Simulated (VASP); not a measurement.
# Zr3ZnN3 (Cm) in VASP: further runs, part 2 of 2

VASP 6.6.1.

### Step 3. Relaxation of cell and atoms, PBE

This run uses another cell than the first one, of 13.31 Å³/atom.

INCAR

```
SYSTEM = Zr3ZnN3
PREC = Accurate
ENCUT = 600
EDIFF = 1E-7
ISMEAR = 0
SIGMA = 0.2
LREAL = .FALSE.
LASPH = .TRUE.
NELM = 60
ALGO = Normal
ISIF = 3
LWAVE = .FALSE.
LCHARG = .FALSE.
GGA = PE
IBRION = 2
NSW = 36
EDIFFG = -0.08
```

KPOINTS

```
regular mesh
0
G
  4 4 4
  0 0 0
```

POSCAR

```
Zr3ZnN3
1.0
    3.2977031600     -3.1901973800      0.0000000000
    3.2977031600      3.1901973800      0.0000000000
   -3.1244629600      0.0000000000      4.4270038200
Zr Zn N
3 1 3
Direct
    0.6426581100      0.6426581100      0.1180844700
    0.7560140500      0.3148604000      0.5198258800
    0.3148604000      0.7560140500      0.5198258800
    0.0605088600      0.0605088600      0.0024146300
    0.4110352700      0.9420613600      0.2998833700
    0.9420613600      0.4110352700      0.2998833700
    0.6987220000      0.6987220000      0.8121904700
```

Potentials or basis: VASP PAW PBE potentials, release 64 (Zr_sv, Zn, N).

Run with:

```
cat potpaw_PBE.64/Zr_sv/POTCAR potpaw_PBE.64/Zn/POTCAR potpaw_PBE.64/N/POTCAR > POTCAR
mpirun -np 1 vasp_std > vasp.out
```

OUTCAR:

```text
SYSTEM = Zr3ZnN3
   PREC = Accurate
   ENCUT = 600
   EDIFF = 1E-7
   ISMEAR = 0
   LREAL = .FALSE.
   LASPH = .TRUE.
   NELM = 60
   ISIF = 3
   GGA = PE
   IBRION = 2
   NSW = 36
   EDIFFG = -0.08

 ion  position               nearest neighbor table
   1  0.643  0.643  0.118-   7 1.89   6 1.91   5 1.91   2 2.85   3 2.85   3 3.00   2 3.00   4 3.16
                             2 3.22   3 3.22   4 3.24   4 3.24   3 3.84   2 3.84
   2  0.756  0.315  0.520-   6 1.91   7 1.92   5 1.94   3 2.81   1 2.85   1 3.00   4 3.09   4 3.09
                             1 3.22   4 3.22   3 3.32   3 3.32   4 3.41   3 3.57   1 3.84
   3  0.315  0.756  0.520-   5 1.91   7 1.92   6 1.94   2 2.81   1 2.85   1 3.00   4 3.09   4 3.09
                             1 3.22   4 3.22   2 3.32   2 3.32   4 3.41   2 3.57   1 3.84
   4  0.061  0.061  0.002-   7 1.98   6 2.00   5 2.00   3 3.09   2 3.09   3 3.09   2 3.09   1 3.16
                             2 3.22   3 3.22   1 3.24   1 3.24   2 3.41   3 3.41
   5  0.411  0.942  0.300-   1 1.91   3 1.91   2 1.94   4 2.00
   6  0.942  0.411  0.300-   1 1.91   2 1.91   3 1.94   4 2.00
   7  0.699  0.699  0.812-   1 1.89   2 1.92   3 1.92   4 1.98

  LATTYP: Found a base centered monoclinic cell.
 ALAT       =     6.5954063200
 B/A-ratio  =     0.9673998008
 C/A-ratio  =     0.8215635085
 COS(beta)  =    -0.5766239590

  Lattice vectors:

 A1 = (   3.2977031600,  -3.1901973800,   0.0000000000)
 A2 = (   3.2977031600,   3.1901973800,   0.0000000000)
 A3 = (  -3.1244629600,   0.0000000000,   4.4270038200)

Analysis of symmetry for initial positions (statically):
=====================================================================
 Subroutine PRICEL returns:
 Original cell was already a primitive cell.

 Routine SETGRP: Setting up the symmetry group for a
 base centered monoclinic supercell.

 Subroutine GETGRP returns: Found  2 space group operations
 (whereof  2 operations were pure point group operations)
 out of a pool of  4 trial point group operations.

The static configuration has the point symmetry C_1h.

Analysis of symmetry for dynamics (positions and initial velocities):
=====================================================================
 Subroutine PRICEL returns:
 Original cell was already a primitive cell.
[... 162 lines left out ...]
  ---------------------------------------------------
  ext. energy  EPLUGINS =         0.00000000
  ---------------------------------------------------
  free energy    TOTEN  =       -52.26971667 eV

  energy without entropy =      -52.21723209  energy(sigma->0) =      -52.24347438

------------------------ aborting loop because EDIFF is reached ----------------------------------------

  FORCE on cell =-STRESS in cart. coord.  units (eV):
  Direction    XX          YY          ZZ          XY          YZ          ZX
  --------------------------------------------------------------------------------------
  -------------------------------------------------------------------------------------
  Total       34.0223139     36.7404730     33.2569082      0.0000000      0.0000000     -5.8983281
  in kB      585.2014899    631.9552398    572.0361134      0.0000000      0.0000000   -101.4543096
  external PRESSURE =     596.3976144 kB  Pullay stress =       0.0000000 kB
[... 28 lines left out ...]
--------------------------------------- Ionic step        2  -------------------------------------------

 number of electron      62.9999988 magnetization

 E-fermi :   3.3218     XC(G=0):  -8.9069

 val. band max:        3.3122715645   @ k =  -0.2500  -0.2500   0.2500
 cond. band min:       3.3354612379   @ k =   0.2500  -0.0000   0.5000
 fundamental gap:      0.0231896735
 Fermi energy:         3.3217771595

 k-point     1 :       0.0000    0.0000    0.0000
  band No.  band energies     occupation
      1     -47.2166      2.00000
      2     -47.2125      2.00000
      3     -47.0616      2.00000
      4     -25.1810      2.00000
      5     -25.1642      2.00000
      6     -25.1205      2.00000
[... 1024 lines left out ...]
  FREE ENERGIE OF THE ION-ELECTRON SYSTEM (eV)
  ---------------------------------------------------
  free  energy   TOTEN  =       -56.6457332355 eV

  energy  without entropy=      -56.5581344787  energy(sigma->0) =      -56.60193386

[... ionic steps 4 to 30 ...]

--------------------------------------- Ionic step       31  -------------------------------------------

 number of electron      63.0000001 magnetization

------------------------ aborting loop because EDIFF is reached ----------------------------------------
[... 77 lines left out ...]
--------------------------------------- Ionic step       33  -------------------------------------------

 number of electron      62.9999997 magnetization

 Free energy of the ion-electron system (eV)
  ---------------------------------------------------
  ext. energy  EPLUGINS =         0.00000000
  ---------------------------------------------------
  free energy    TOTEN  =       -57.52501784 eV

  energy without entropy =      -57.44722872  energy(sigma->0) =      -57.48612328

 E-fermi :   6.3765     XC(G=0): -10.4409

 val. band max:        6.3719021784   @ k =   0.5000   0.2500   0.2500
 cond. band min:       6.3864962496   @ k =   0.5000   0.2500   0.5000
 fundamental gap:      0.0145940711
 Fermi energy:         6.3764972876

 k-point     1 :       0.0000    0.0000    0.0000
  band No.  band energies     occupation
      1     -42.8475      2.00000
      2     -42.7905      2.00000
      3     -42.7421      2.00000
      4     -21.2956      2.00000
      5     -21.2680      2.00000
      6     -21.0393      2.00000
[... 983 lines left out ...]
  FREE ENERGIE OF THE ION-ELECTRON SYSTEM (eV)
  ---------------------------------------------------
  free  energy   TOTEN  =       -57.5250178424 eV

  energy  without entropy=      -57.4472287233  energy(sigma->0) =      -57.48612328

 reached required accuracy - stopping structural energy minimisation
```

CONTCAR:

```text
Zr3ZnN3
   1.00000000000000
     3.4089028669765575   -3.8043991702730811   -0.2398414225562577
     3.4089028669765575    3.8043991702730811   -0.2398414225562577
    -3.5675657225009560    0.0000000000000000    4.9212956532853518
  Zr              Zn              N
     3     1     3
Direct
     0.5468023774362086    0.5468023774362086    0.0377101292985707
     0.7702241237265940    0.3442343107940211    0.5369289260155632
     0.3442343107940211    0.7702241237265940    0.5369289260155632
     0.0997470892427112    0.0997470892427112    0.0292976174456441
     0.4659485854823660    0.8948406588641901    0.3033816240709596
     0.8948406588641901    0.4659485854823660    0.3033816240709596
     0.7040629044538977    0.7040629044538977    0.8244792230827379

  0.00000000E+00  0.00000000E+00  0.00000000E+00
  0.00000000E+00  0.00000000E+00  0.00000000E+00
  0.00000000E+00  0.00000000E+00  0.00000000E+00
  0.00000000E+00  0.00000000E+00  0.00000000E+00
  0.00000000E+00  0.00000000E+00  0.00000000E+00
  0.00000000E+00  0.00000000E+00  0.00000000E+00
  0.00000000E+00  0.00000000E+00  0.00000000E+00
```

Wall time 34 min (1 thread of AMD EPYC 9R45 (Zen 5), shared host); peak memory 0.31 GiB.

What came out:

```yaml
Free_energy: -57.5250 eV
Relaxed_volume: 17.31 Å³/atom
Relaxed_cell: a = 5.114 Å, b = 5.114 Å, c = 6.078 Å, α = 115.42°, β = 115.42°, γ = 96.14°
Space_group_after_relaxing_to_0.1_Å: Cm (No. 8)
Pressure_after_relaxing: -0.2 GPa
Largest_force_after_relaxing: 0.080 eV/Å
Band_gap_on_the_k_mesh: zero (an odd number of electrons rules out a gap without spin polarisation)
```

Forces on the atoms (eV/Å):
```
Zr   0.044  0.000  0.029
Zr  -0.005 -0.022 -0.007
Zr  -0.005  0.022 -0.007
Zn   0.041  0.000 -0.069
N   -0.002 -0.044  0.011
N   -0.002  0.044  0.011
N   -0.072  0.000  0.032
```

Final structure:
```xyz
7
Lattice="3.4089 -3.8044 -0.2398 3.4089 3.8044 -0.2398 -3.5676 0.0000 4.9213" Properties=species:S:1:pos:R:3 pbc="T T T"
Zr    3.5935    0.0000   -0.0767
Zr    1.8836   -1.6206    2.3751
Zr    1.8836    1.6206    2.3751
Zn    0.5755    0.0000    0.0963
N     3.5565    1.6317    1.1667
N     3.5565   -1.6317    1.1667
N     1.8588    0.0000    3.7198
```

Caveat: the k points lie up to 0.34 Å⁻¹ apart in the final cell, too coarse for converged energies and pressures of a metal; the volume moved by over 15 % at a fixed basis, so the end points are rough; an odd number of electrons without spin polarisation forces a metal; a magnetic or distorted state may lie lower; the relaxation stopped at a loose force limit of 0.08 eV/Å, so its end isn't a converged minimum.

The gap in the log of VASP goes by the Fermi energy; the results here count the filled bands.